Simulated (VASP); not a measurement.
# S (P6/mmm) in VASP: notebook

The runs below take S through relaxation of cell and atoms, with PBE.

All numbers are computed with VASP 6.6.1; they aren't measurements. Logs are shortened: lines on timing, memory, paths and dates and some standing lists are left out, and cuts for length are marked.

## Step 1: The cell of the first run

The structure is hexagonal, space group P6/mmm (No. 191). The conventional cell has a = 3.566 Å, b = 3.566 Å, c = 2.211 Å, α = 90.00°, β = 90.00°, γ = 120.00°. S (site symmetry 6/mmm) has 14 S at 2.21 to 2.34 Å within 2.9 Å. Within 2.7 Å of S (site symmetry -6m2) lie 11 S at 2.06 to 2.34 Å.

## Step 2: Relaxation of cell and atoms, PBE, target pressure 200 GPa, at which the enthalpy is minimised

Input file INCAR:

```
  ALGO = Normal
  EDIFF = 1E-6
  EDIFFG = -0.005
  ENCUT = 600
  GGA = PE
  IBRION = 2
  ISIF = 3
  ISMEAR = -1
  LASPH = T
  LCHARG = F
  LREAL = F
  LWAVE = F
  NELM = 100
  NSW = 60
  PREC = Accurate
  PSTRESS = 2000.0
  SIGMA = 0.08
```

Input file KPOINTS:

```
k-points
0
Gamma
  10 10 14
```

Input file POSCAR:

```
S
1.0
    3.5663552115      0.0000000000      0.0000000000
   -1.7831776058      3.0885542121      0.0000000000
    0.0000000000      0.0000000000      2.2111402312
S
3
Direct
    0.0000000000      0.0000000000      0.0000000000
    0.3333333333      0.6666666667      0.5000000000
    0.6666666667      0.3333333333      0.5000000000
```

Potentials or basis: VASP PAW PBE potentials, release 64 (S).

On the command line:

```console
cat potpaw_PBE.64/S/POTCAR > POTCAR
mpirun -np 1 vasp_std > vasp.out
```

OUTCAR:

```text
EDIFF = 1E-6
   EDIFFG = -0.005
   ENCUT = 600
   GGA = PE
   IBRION = 2
   ISIF = 3
   ISMEAR = -1
   LASPH = T
   LREAL = F
   NELM = 100
   NSW = 60
   PREC = Accurate
   PSTRESS = 2000.0

 ion  position               nearest neighbor table
   1  0.000  0.000  0.000-   2 2.34   3 2.34   2 2.34   3 2.34   3 2.34   3 2.34   2 2.34   2 2.34
                             3 2.34   3 2.34   2 2.34   2 2.34
   2  0.333  0.667  0.500-   3 2.06   3 2.06   3 2.06   1 2.34   1 2.34   1 2.34   1 2.34   1 2.34
                             1 2.34
   3  0.667  0.333  0.500-   2 2.06   2 2.06   2 2.06   1 2.34   1 2.34   1 2.34   1 2.34   1 2.34
                             1 2.34

  LATTYP: Found a hexagonal cell.
 ALAT       =     3.5663552115
 C/A-ratio  =     0.6200000000

  Lattice vectors:

 A1 = (   3.5663552115,   0.0000000000,   0.0000000000)
 A2 = (  -1.7831776058,   3.0885542121,   0.0000000000)
 A3 = (   0.0000000000,   0.0000000000,   2.2111402312)

Analysis of symmetry for initial positions (statically):
=====================================================================
 Subroutine PRICEL returns:
 Original cell was already a primitive cell.

 Routine SETGRP: Setting up the symmetry group for a
 hexagonal supercell.

 Subroutine GETGRP returns: Found 24 space group operations
 (whereof 24 operations were pure point group operations)
 out of a pool of 24 trial point group operations.

The static configuration has the point symmetry D_6h.

Analysis of symmetry for dynamics (positions and initial velocities):
=====================================================================
 Subroutine PRICEL returns:
 Original cell was already a primitive cell.

 Routine SETGRP: Setting up the symmetry group for a
 hexagonal supercell.

 Subroutine GETGRP returns: Found 24 space group operations
 (whereof 24 operations were pure point group operations)
 out of a pool of 24 trial point group operations.

The dynamic configuration has the point symmetry D_6h.

 Subroutine INISYM returns: Found 24 space group operations
 (whereof 24 operations are pure point group operations),
 and found     1 'primitive' translations

----------------------------------------------------------------------------------------

                                     Primitive cell

  volume of cell :      24.3554
[... 116 lines left out ...]
   GGA     = PE    functional components
   LHFCALC =     F    Hartree Fock is set to
   AEXX    =    0.0000 exact exchange contribution
   IVDW    =     0    specifies the selected vdW correction
   LEPSILON=     F    determine dielectric tensor
   LRPA    =     F    only Hartree local field effects (RPA)
 conjugate gradient relaxation of ions
 non-spin polarized calculation
  energy-cutoff  :      600.00
  volume of cell :       24.36
 maximum number of plane-waves:       830
   NGX = 15   NGY = 15   NGZ =  9

--------------------------------------- Ionic step        1  -------------------------------------------

 number of electron      18.0000002 magnetization

 Free energy of the ion-electron system (eV)
  ---------------------------------------------------
  ext. energy  EPLUGINS =         0.00000000
  ---------------------------------------------------
  free energy    TOTEN  =        -0.15326747 eV

  energy without entropy =       -0.13238694  energy(sigma->0) =       -0.14282720

------------------------ aborting loop because EDIFF is reached ----------------------------------------

  FORCE on cell =-STRESS in cart. coord.  units (eV):
  Direction    XX          YY          ZZ          XY          YZ          ZX
  --------------------------------------------------------------------------------------
  -------------------------------------------------------------------------------------
  Total       31.1563261     31.1563261     28.9700330     -0.0000000     -0.0000000      0.0000000
  in kB     2049.5603482   2049.5603482   1905.7391665     -0.0000000     -0.0000000      0.0000000
  external PRESSURE =       1.6199543 kB  Pullay stress =    2000.0000000 kB
[... 100 lines left out ...]
  energy  without entropy=       -0.0547487375  energy(sigma->0) =       -0.07003893

  enthalpy is  TOTEN    =        30.2553061369 eV   P V=       30.3406352507

[... ionic steps 4 to 13 ...]

--------------------------------------- Ionic step       14  -------------------------------------------

 number of electron      18.0000001 magnetization

------------------------ aborting loop because EDIFF is reached ----------------------------------------
[... 73 lines left out ...]
--------------------------------------- Ionic step       16  -------------------------------------------

 number of electron      18.0000001 magnetization

 Free energy of the ion-electron system (eV)
  ---------------------------------------------------
  ext. energy  EPLUGINS =         0.00000000
  ---------------------------------------------------
  free energy    TOTEN  =        -0.24270299 eV

  energy without entropy =       -0.21732985  energy(sigma->0) =       -0.23001642

 E-fermi :  20.7046     XC(G=0): -14.5223

 val. band max:       20.6896871499   @ k =   0.4000   0.0000   0.5000
 cond. band min:      20.7164852365   @ k =   0.4000   0.0000   0.0714
 fundamental gap:      0.0267980865
 Fermi energy:        20.7046166823

 k-point     1 :       0.0000    0.0000    0.0000
  band No.  band energies     occupation
      1      -5.9112      2.00000
      2       6.1001      2.00000
      3       6.2680      2.00000
      4       8.1367      2.00000
      5       8.1367      2.00000
      6       8.6028      2.00000
      7       8.6028      2.00000
      8      23.6324      0.00000
      9      26.4144      0.00000
     10      28.0918      0.00000
     11      28.0918      0.00000
     12      31.2624      0.00000
     13      32.3327      0.00000
[... 354 lines left out ...]
  band No.  band energies     occupation
      1      -2.8704      2.00000
      2      -1.5033      2.00000
      3       2.4461      2.00000
      4       6.7079      2.00000
      5      14.2017      2.00000
      6      16.6646      2.00000
      7      18.1772      2.00000
      8      20.5689      1.68999
      9      20.9445      0.09494
     10      23.3385      0.00000
     11      24.8080      0.00000
     12      26.7910      0.00000
     13      28.1968      0.00000

 [... further k-points ...]

------------------------ aborting loop because EDIFF is reached ----------------------------------------

  FORCE on cell =-STRESS in cart. coord.  units (eV):
  Direction    XX          YY          ZZ          XY          YZ          ZX
  --------------------------------------------------------------------------------------
  -------------------------------------------------------------------------------------
  Total       30.4070173     30.4070173     30.4060357     -0.0000000     -0.0000000      0.0000000
  in kB     2000.0542853   2000.0542855   1999.9897196     -0.0000002     -0.0000000      0.0000000
  external PRESSURE =       0.0327635 kB  Pullay stress =    2000.0000000 kB
[... 22 lines left out ...]
  energy  without entropy=       -0.2173298497  energy(sigma->0) =       -0.23001642

  enthalpy is  TOTEN    =        30.1634890172 eV   P V=       30.4061920068

 reached required accuracy - stopping structural energy minimisation
```

CONTCAR:

```text
S
   1.00000000000000
     3.6824119391243024   -0.0000000001678595    0.0000000000000000
    -1.8412059697591490    3.1890622867151608   -0.0000000000000001
     0.0000000000000000   -0.0000000000000000    2.0741838513729833
  S
     3
Direct
     0.0000000000000000    1.0000000000000000    0.0000000000000000
     0.3333333332999970    0.6666666667000030    0.5000000000000000
     0.6666666667000030    0.3333333332999970    0.5000000000000000

  0.00000000E+00  0.00000000E+00  0.00000000E+00
  0.00000000E+00  0.00000000E+00  0.00000000E+00
  0.00000000E+00  0.00000000E+00  0.00000000E+00
```

Run time: 3.6 min. Hardware: 1 thread of Intel Xeon Platinum 8375C at 2.90GHz (Ice Lake), shared host; peak memory 0.16 GiB.

Results:

```
Free energy                                            : -0.2427 eV
Relaxed volume                                         : 8.12 Å³/atom
Relaxed cell                                           : a = 3.682 Å, b = 3.682 Å, c = 2.074 Å, α = 90.00°, β = 90.00°, γ = 120.00°
Space group after relaxing (to 0.05 Å)                 : P6/mmm (No. 191)
Energy change on relaxing (the enthalpy is what falls) : -29.8 meV/atom
Ionic steps                                            : 16
Pressure after relaxing                                : 200.0 GPa
```

Step by step:
```tsv
step	energy change (eV)	largest force (eV/Å)	pressure (GPa)	volume (Å³)
1	0.0000	0.0000	200.16	24.36
2	-0.0758	0.0000	199.04	24.37
3	0.0679	0.0000	204.93	24.31
4	-0.1019	0.0000	199.29	24.37
5	-0.1010	0.0000	199.36	24.37
6	-0.0700	0.0000	200.91	24.35
7	-0.0995	0.0000	199.44	24.37
8	-0.0928	0.0000	199.86	24.36
9	-0.0845	0.0000	200.30	24.36
10	-0.0912	0.0000	199.95	24.36
11	-0.0893	0.0000	200.06	24.36
12	-0.1058	0.0000	199.59	24.37
13	-0.0954	0.0000	199.88	24.36
14	-0.0955	0.0000	199.88	24.36
15	-0.0641	0.0000	200.50	24.34
16	-0.0894	0.0000	200.00	24.36
```

Final structure:
```cif
data_structure
_symmetry_space_group_name_H-M 'P 1'
_symmetry_Int_Tables_number 1
_cell_length_a 3.6824
_cell_length_b 3.6824
_cell_length_c 2.0742
_cell_angle_alpha 90.000
_cell_angle_beta 90.000
_cell_angle_gamma 120.000
_cell_volume 24.36
loop_
_atom_site_label
_atom_site_type_symbol
_atom_site_fract_x
_atom_site_fract_y
_atom_site_fract_z
_atom_site_occupancy
S1 S 0.00000 0.00000 0.00000 1
S2 S 0.33333 0.66667 0.50000 1
S3 S 0.66667 0.33333 0.50000 1
```

Caveat: the cell is relaxed towards a set pressure, so the enthalpy falls and the energy may rise; the bands computed are all filled at some k points, so no gap is given.

## Step 3: Relaxation of cell and atoms, PBE, target pressure 200 GPa, at which the enthalpy is minimised

This run uses another cell than the first one, of 8.14 Å³/atom, 1.003 times its volume.

Input file INCAR:

```
SYSTEM = S
PREC = Accurate ; ENCUT = 600
EDIFF = 1E-6 ; ISMEAR = -1
SIGMA = 0.08 ; LREAL = .False.
LASPH = .True. ; NELM = 100
ALGO = Normal ; ISIF = 3
LWAVE = .False. ; LCHARG = .False.
GGA = PE ; IBRION = 2
NSW = 32 ; EDIFFG = -0.005
PSTRESS = 2000.0
```

Input file KPOINTS:

```
regular mesh
0
Gamma
  10 10 14
  0 0 0
```

Input file POSCAR:

```
S
1.0
    3.6840639563      0.0000000000      0.0000000000
   -1.8420319782      3.1904929753      0.0000000000
    0.0000000000      0.0000000000      2.0780876166
S
3
Direct
    0.0000000000      0.0000000000      0.0000000000
    0.3333333333      0.6666666667      0.5000000000
    0.6666666667      0.3333333333      0.5000000000
```

Potentials or basis: VASP PAW PBE potentials, release 64 (S).

On the command line:

```console
cat potpaw_PBE.64/S/POTCAR > POTCAR
mpirun -np 1 vasp_std > vasp.out
```

OUTCAR:

```text
SYSTEM = S
   PREC = Accurate
   ENCUT = 600
   EDIFF = 1E-6
   ISMEAR = -1
   LREAL = .False.
   LASPH = .True.
   NELM = 100
   ISIF = 3
   GGA = PE
   IBRION = 2
   NSW = 32
   EDIFFG = -0.005
   PSTRESS = 2000.0

 ion  position               nearest neighbor table
   1  0.000  0.000  0.000-   2 2.37   3 2.37   2 2.37   3 2.37   3 2.37   3 2.37   2 2.37   2 2.37
                             3 2.37   3 2.37   2 2.37   2 2.37
   2  0.333  0.667  0.500-   3 2.13   3 2.13   3 2.13   1 2.37   1 2.37   1 2.37   1 2.37   1 2.37
                             1 2.37
   3  0.667  0.333  0.500-   2 2.13   2 2.13   2 2.13   1 2.37   1 2.37   1 2.37   1 2.37   1 2.37
                             1 2.37

  LATTYP: Found a hexagonal cell.
 ALAT       =     3.6840639563
 C/A-ratio  =     0.5640747938

  Lattice vectors:

 A1 = (   3.6840639563,   0.0000000000,   0.0000000000)
 A2 = (  -1.8420319782,   3.1904929753,   0.0000000000)
 A3 = (   0.0000000000,   0.0000000000,   2.0780876166)

Analysis of symmetry for initial positions (statically):
=====================================================================
 Subroutine PRICEL returns:
 Original cell was already a primitive cell.

 Routine SETGRP: Setting up the symmetry group for a
 hexagonal supercell.

 Subroutine GETGRP returns: Found 24 space group operations
 (whereof 24 operations were pure point group operations)
 out of a pool of 24 trial point group operations.

The static configuration has the point symmetry D_6h.

Analysis of symmetry for dynamics (positions and initial velocities):
=====================================================================
 Subroutine PRICEL returns:
 Original cell was already a primitive cell.

 Routine SETGRP: Setting up the symmetry group for a
 hexagonal supercell.

 Subroutine GETGRP returns: Found 24 space group operations
 (whereof 24 operations were pure point group operations)
 out of a pool of 24 trial point group operations.

[... 140 lines left out ...]

--------------------------------------- Ionic step        1  -------------------------------------------

 number of electron      18.0000000 magnetization

 Free energy of the ion-electron system (eV)
  ---------------------------------------------------
  ext. energy  EPLUGINS =         0.00000000
  ---------------------------------------------------
  free energy    TOTEN  =        -0.32695667 eV

  energy without entropy =       -0.30125672  energy(sigma->0) =       -0.31410669

------------------------ aborting loop because EDIFF is reached ----------------------------------------

  FORCE on cell =-STRESS in cart. coord.  units (eV):
  Direction    XX          YY          ZZ          XY          YZ          ZX
  --------------------------------------------------------------------------------------
  -------------------------------------------------------------------------------------
  Total       30.2878648     30.2878648     30.0990263     -0.0000000      0.0000000      0.0000000
  in kB     1986.6914958   1986.6914958   1974.3048875     -0.0000000      0.0000000      0.0000000
  external PRESSURE =     -17.4373737 kB  Pullay stress =    2000.0000000 kB
[... 143 lines left out ...]
--------------------------------------- Ionic step        5  -------------------------------------------

 number of electron      17.9999999 magnetization

 Free energy of the ion-electron system (eV)
  ---------------------------------------------------
  ext. energy  EPLUGINS =         0.00000000
  ---------------------------------------------------
  free energy    TOTEN  =        -0.24315338 eV

  energy without entropy =       -0.21777918  energy(sigma->0) =       -0.23046628

 E-fermi :  20.7043     XC(G=0): -14.5222

 val. band max:       20.6893011489   @ k =   0.4000   0.0000   0.5000
 cond. band min:      20.7158868117   @ k =   0.4000   0.0000   0.0714
 fundamental gap:      0.0265856628
 Fermi energy:        20.7043268197

 k-point     1 :       0.0000    0.0000    0.0000
  band No.  band energies     occupation
      1      -5.9112      2.00000
      2       6.0994      2.00000
      3       6.2673      2.00000
      4       8.1363      2.00000
      5       8.1363      2.00000
      6       8.6025      2.00000
      7       8.6025      2.00000
      8      23.6334      0.00000
      9      26.4153      0.00000
     10      28.0907      0.00000
     11      28.0907      0.00000
     12      31.2627      0.00000
     13      31.5563      0.00000
[... 354 lines left out ...]
  band No.  band energies     occupation
      1      -2.8705      2.00000
      2      -1.5035      2.00000
      3       2.4458      2.00000
      4       6.7075      2.00000
      5      14.2011      2.00000
      6      16.6639      2.00000
      7      18.1766      2.00000
      8      20.5683      1.69124
      9      20.9440      0.09523
     10      23.3391      0.00000
     11      24.8085      0.00000
     12      26.7908      0.00000
     13      28.1971      0.00000

 [... further k-points ...]

------------------------ aborting loop because EDIFF is reached ----------------------------------------

  FORCE on cell =-STRESS in cart. coord.  units (eV):
  Direction    XX          YY          ZZ          XY          YZ          ZX
  --------------------------------------------------------------------------------------
  -------------------------------------------------------------------------------------
  Total       30.4083329     30.4083329     30.4033370     -0.0000000     -0.0000000      0.0000000
  in kB     2000.1211229   2000.1211229   1999.7925134     -0.0000001     -0.0000000      0.0000000
  external PRESSURE =       0.0115864 kB  Pullay stress =    2000.0000000 kB
[... 22 lines left out ...]
  energy  without entropy=       -0.2177791844  energy(sigma->0) =       -0.23046628

  enthalpy is  TOTEN    =        30.1633380732 eV   P V=       30.4064914503

 reached required accuracy - stopping structural energy minimisation
```

Wall time 79 s (1 thread of Intel Xeon Platinum 8375C at 2.90GHz (Ice Lake), shared host); peak memory 0.16 GiB.

What came out:

```
Free energy                                            : -0.2432 eV
Relaxed volume                                         : 8.12 Å³/atom
Relaxed cell                                           : a = 3.682 Å, b = 3.682 Å, c = 2.074 Å, α = 90.00°, β = 90.00°, γ = 120.00°
Space group after relaxing (to 0.05 Å)                 : P6/mmm (No. 191)
Energy change on relaxing (the enthalpy is what falls) : +27.9 meV/atom
Ionic steps                                            : 5
Pressure after relaxing                                : 200.0 GPa
```

The path:
```csv
step,energy change (eV),largest force (eV/Å),pressure (GPa),volume (Å³)
1,0.0000,0.0000,198.26,24.43
2,0.3940,0.0000,206.41,24.11
3,0.0893,0.0000,200.09,24.35
4,0.0801,0.0000,199.94,24.36
5,0.0838,0.0000,200.00,24.36
```

Final structure:
```yaml
crystal:
  lattice:
    - [3.68246, 0.00000, 0.00000]
    - [-1.84123, 3.18911, 0.00000]
    - [0.00000, 0.00000, 2.07415]
  atoms:
    - { symbol: S, position: [0.00000, 0.00000, 0.00000] }
    - { symbol: S, position: [0.33333, 0.66667, 0.50000] }
    - { symbol: S, position: [0.66667, 0.33333, 0.50000] }
```

Levels at points of the mesh, in eV from the Fermi level:
```csv
k point,band 5,band 6,band 7,band 8,band 9,band 10,band 11,band 12,band 13
"(0.00, 0.00, 0.00)",-12.57,-12.10,-12.10,2.93,5.71,7.39,7.39,10.56,10.85
"(0.50, 0.00, 0.00)",-4.53,-4.12,-2.87,-2.47,0.82,4.79,5.63,5.84,8.92
"(0.00, 0.00, 0.50)",-7.27,-7.27,-6.34,-5.56,-4.42,-4.42,-4.20,-4.20,-1.09
"(0.50, 0.00, 0.50)",-9.61,-9.44,-9.26,-6.44,0.88,1.28,3.53,4.01,4.62
```

Caveat: the cell is relaxed towards a set pressure, so the enthalpy falls and the energy may rise; the bands computed are all filled at some k points, so no gap is given.
